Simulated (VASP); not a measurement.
# Rh: single point with LDA

Crystal: Rh.

```xyz
1
Lattice="0.0000 1.8770 1.8770 1.8770 0.0000 1.8770 1.8770 1.8770 0.0000" Properties=species:S:1:pos:R:3 pbc="T T T"
Rh    0.0000    0.0000    0.0000
```

```
Program             : VASP 6.6.1
Task                : single point
Functional          : LDA
Potentials or basis : VASP PAW LDA potentials, release 64 (Rh_pv)
Cutoff              : 520 eV
k mesh              : 22 × 22 × 22
Occupations         : gaussian, width 0.15 eV
Spin                : collinear spin, ferromagnetic start
Starting moments    : [0.875] μB
Fixed moment        : 0.875 μB
```

- Pressure: 7.3 GPa
- Net moment: 0.88 μB per cell
- Site moments: Rh +0.85 μB
- Valence electrons inside the program's atomic spheres: Rh 13.87

Wall time 48 s on 1 thread of Intel(R) Xeon(R) 6975P-C (Granite Rapids), on a shared host, peak memory 0.21 GiB.

Caveat: the cell stands under pressure; the total moment is fixed, so each spin has its own Fermi level.
